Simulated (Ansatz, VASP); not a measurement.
Given: the input of a run of VASP 6.6.1 on GaGe.

INCAR

```
SYSTEM = GaGe
PREC = Accurate
ENCUT = 520
EDIFF = 1E-6
ISMEAR = 0
SIGMA = 0.014
LREAL = .False.
LASPH = .True.
NELM = 80
ALGO = Normal
ISIF = 2
LWAVE = .False.
LCHARG = .True.
GGA = PE
LELF = .True.
LVHAR = .True.
NBANDS = 20
```

The input KPOINTS:

```
Automatic mesh
0
Gamma
  8 8 8
  0 0 0
```

The input POSCAR:

```
GaGe
1.0
    0.0000000000      2.8978440000      2.8978440000
    2.8978440000      0.0000000000      2.8978440000
    2.8978440000      2.8978440000      0.0000000000
Ge Ga
1 1
Direct
    0.0000000000      0.0000000000      0.0000000000
    0.2500000000      0.2500000000      0.2500000000
```

Potentials or basis: VASP PAW PBE potentials, release 64 (Ge_d, Ga_d).

Run with:

```console
$ cat potpaw_PBE.64/Ge_d/POTCAR potpaw_PBE.64/Ga_d/POTCAR > POTCAR
$ mpirun -np 1 vasp_std > vasp.out
```

Question: Translate it to Ansatz 0.2.0. Potentials there: Ansatz PAW.

Answer: As run (the cutoff follows the program's own potentials):

Contents of input.yaml:

```yaml
crystal:
  lattice:
    - [0.0, 2.897844, 2.897844]
    - [2.897844, 0.0, 2.897844]
    - [2.897844, 2.897844, 0.0]
  atoms:
    - { symbol: Ge, position: [0.0, 0.0, 0.0] }
    - { symbol: Ga, position: [0.25, 0.25, 0.25] }
hamiltonian:
  xc: pbe
  pseudopotentials: { kind: paw }
kpoints:
  mp_grid: { grid: [8, 8, 8] }
scf:
  occupations: { method: gaussian, width: 0.014 }
output:
  forces: true
  stress: true
  eigenvalues: true
```

Potentials or basis: Ansatz PAW.

Launch:

```bash
$ ansatz run input.yaml --threads 2 --pin off --max-ram 5632MiB --backend cpu --events-out ev --progress --plain --runs-dir out
```

Both were run:

|  | VASP | Ansatz | Ansatz less VASP |
| --- | --- | --- | --- |
| gap on the k mesh at the Fermi level (eV) | none | none | - |
| pressure (GPa) | 0.3 | 0.2 | -0.03 |

A gap of «none» marks a metal or a gap that the smearing closes.
